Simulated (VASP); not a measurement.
# MgSi (P4mm) in VASP: a series of runs, part 2 of 2

VASP 6.6.1. The steps go on from the part before.

### 4 Single point, r2SCAN (all Si atoms moved +0.175 Å, as atom 2 along Cartesian [0 0 1])

POSCAR

```
MgSi
1.0
    2.9083940000      0.0000000000      0.0000000000
    0.0000000000      2.9083940000      0.0000000000
    0.0000000000      0.0000000000      4.1034270000
Mg Si
1 1
Direct
    0.0000000000      0.0000000000      0.0000000000
    0.5000000000      0.5000000000      0.5426472799
```

INCAR.step1

```
SYSTEM = MgSi
PREC = Accurate ; ENCUT = 520
ISMEAR = 0 ; SIGMA = 0.15
LREAL = .FALSE. ; LASPH = .TRUE.
NELM = 80 ; NBANDS = 10
GGA = PE ; ALGO = Normal
EDIFF = 1E-4 ; LWAVE = .TRUE.
LCHARG = .FALSE.
```

INCAR.step2

```
SYSTEM = MgSi
PREC = Accurate ; ENCUT = 520
EDIFF = 1E-6 ; ISMEAR = 0
SIGMA = 0.15 ; LREAL = .FALSE.
LASPH = .TRUE. ; NELM = 80
ALGO = Normal ; ISIF = 2
LWAVE = .FALSE. ; LCHARG = .FALSE.
METAGGA = R2SCAN ; LMIXTAU = .TRUE.
NBANDS = 10 ; ISTART = 1
```

KPOINTS

```
Automatic mesh
0
G
  16 16 12
  0 0 0
```

Potentials or basis: VASP PAW PBE potentials, release 64 (Mg, Si).

Launch:

```sh
> cat potpaw_PBE.64/Mg/POTCAR potpaw_PBE.64/Si/POTCAR > POTCAR
> cp INCAR.step1 INCAR
> mpirun -np 1 vasp_std > vasp.out
> cp INCAR.step2 INCAR
> mpirun -np 1 vasp_std > vasp.out
```

OUTCAR:

```text
SYSTEM = MgSi
   PREC = Accurate
   ENCUT = 520
   EDIFF = 1E-6
   ISMEAR = 0
   LREAL = .FALSE.
   LASPH = .TRUE.
   NELM = 80
   ISIF = 2
   METAGGA = R2SCAN
   ISTART = 1

 ion  position               nearest neighbor table
   1  0.000  0.000  0.000-   2 2.78   2 2.78   2 2.78   2 2.78   2 3.03   2 3.03   2 3.03   2 3.03

   2  0.500  0.500  0.543-   1 2.78   1 2.78   1 2.78   1 2.78   1 3.03   1 3.03   1 3.03   1 3.03

  LATTYP: Found a simple tetragonal cell.
 ALAT       =     2.9083940000
 C/A-ratio  =     1.4108910278

  Lattice vectors:

 A1 = (   2.9083940000,   0.0000000000,   0.0000000000)
 A2 = (   0.0000000000,   2.9083940000,   0.0000000000)
 A3 = (   0.0000000000,   0.0000000000,   4.1034270000)

Analysis of symmetry for initial positions (statically):
=====================================================================
 Subroutine PRICEL returns:
 Original cell was already a primitive cell.

 Routine SETGRP: Setting up the symmetry group for a
 simple tetragonal supercell.

 Subroutine GETGRP returns: Found  8 space group operations
 (whereof  8 operations were pure point group operations)
 out of a pool of 16 trial point group operations.

The static configuration has the point symmetry C_4v.

Analysis of symmetry for dynamics (positions and initial velocities):
[... 166 lines left out ...]

 k-point     1 :       0.0000    0.0000    0.0000
  band No.  band energies     occupation
      1      -5.7787      2.00000
      2       3.1448      2.00000
      3       5.2736      2.00000
      4      10.7806      0.00000
      5      10.7806      0.00000
      6      11.8063      0.00000
      7      15.4021      0.00000
      8      19.4756      0.00000
      9      19.4756      0.00000
     10      19.9766      0.00000
[... 287 lines left out ...]
 k-point    24 :       0.5000    0.1250    0.0000
  band No.  band energies     occupation
      1      -1.9647      2.00000
      2       0.2090      2.00000
      3       6.2490      0.74099
      4       9.1424      0.00000
      5       9.5610      0.00000
      6      10.8121      0.00000
      7      11.0017      0.00000
      8      14.2325      0.00000
      9      19.3039      0.00000
     10      19.5399      0.00000

 [... further k-points ...]
[... 5 lines left out ...]
  --------------------------------------------------------------------------------------
  -------------------------------------------------------------------------------------
  Total        0.1173424      0.1173424     -0.5911429      0.0000000      0.0000000      0.0000000
  in kB        5.4164201      5.4164201    -27.2866261      0.0000000      0.0000000      0.0000000
  external PRESSURE =      -5.4845953 kB  Pullay stress =       0.0000000 kB

 VOLUME and BASIS-vectors are now :
 -----------------------------------------------------------------------------
  energy-cutoff  :      520.00
  volume of cell :       34.71
      direct lattice vectors                 reciprocal lattice vectors
     2.908394000  0.000000000  0.000000000     0.343832369  0.000000000  0.000000000
     0.000000000  2.908394000  0.000000000     0.000000000  0.343832369  0.000000000
     0.000000000  0.000000000  4.103427000     0.000000000  0.000000000  0.243698743

 POSITION                                       TOTAL-FORCE (eV/Angst)
 -----------------------------------------------------------------------------------
      0.00000      0.00000      0.00000         0.000000      0.000000      0.671578
      1.45420      1.45420      2.22671         0.000000     -0.000000     -0.671578
 -----------------------------------------------------------------------------------
    total drift:                               -0.000000     -0.000000     -0.000429

  FREE ENERGIE OF THE ION-ELECTRON SYSTEM (eV)
  ---------------------------------------------------
  free  energy   TOTEN  =       -12.5586959673 eV

  energy  without entropy=      -12.5496066641  energy(sigma->0) =      -12.55415132
```

OSZICAR.step1:

```text
N       E                     dE             d eps       ncg     rms          rms(c)
DAV:   1     0.362299511414E+01    0.36230E+01   -0.25114E+03  6508   0.467E+02
DAV:   2    -0.652710881347E+01   -0.10150E+02   -0.97779E+01  8172   0.608E+01
DAV:   3    -0.679782574787E+01   -0.27072E+00   -0.26769E+00  7998   0.842E+00
DAV:   4    -0.679915679402E+01   -0.13310E-02   -0.13308E-02  7836   0.675E-01
DAV:   5    -0.679916445014E+01   -0.76561E-05   -0.76560E-05  7580   0.490E-02    0.247E+00
DAV:   6    -0.669626867666E+01    0.10290E+00   -0.13596E-01  6886   0.122E+00    0.144E+00
DAV:   7    -0.666748672261E+01    0.28782E-01   -0.69906E-02  7316   0.960E-01    0.380E-01
DAV:   8    -0.666510237515E+01    0.23843E-02   -0.47585E-03  6846   0.340E-01    0.117E-01
DAV:   9    -0.666508808959E+01    0.14286E-04   -0.14965E-04  6674   0.679E-02
   1 F= -.66650881E+01 E0= -.66602511E+01  d E =-.967396E-02
```

Run time: 2.4 min. Hardware: 1 thread of Intel Xeon 6975P-C, shared host; peak memory 0.25 GiB.

Results:

```
Free energy            : -12.5587 eV
Pressure               : -0.5 GPa
Largest force          : 0.672 eV/Å
Band gap on the k mesh : zero (band 3 reaches 11.27 eV, above the bottom of band 4 at 4.72 eV)
```

Forces in eV/Å, atoms in the order of the input:
```
Mg   0.000  0.000  0.672
Si   0.000  0.000 -0.672
```

Caveat: the cell differs from its parent crystal (all Si atoms moved +0.175 Å, as atom 2 along Cartesian [0 0 1]); the PAW data sets were made with another functional, which shifts forces and pressure a little.
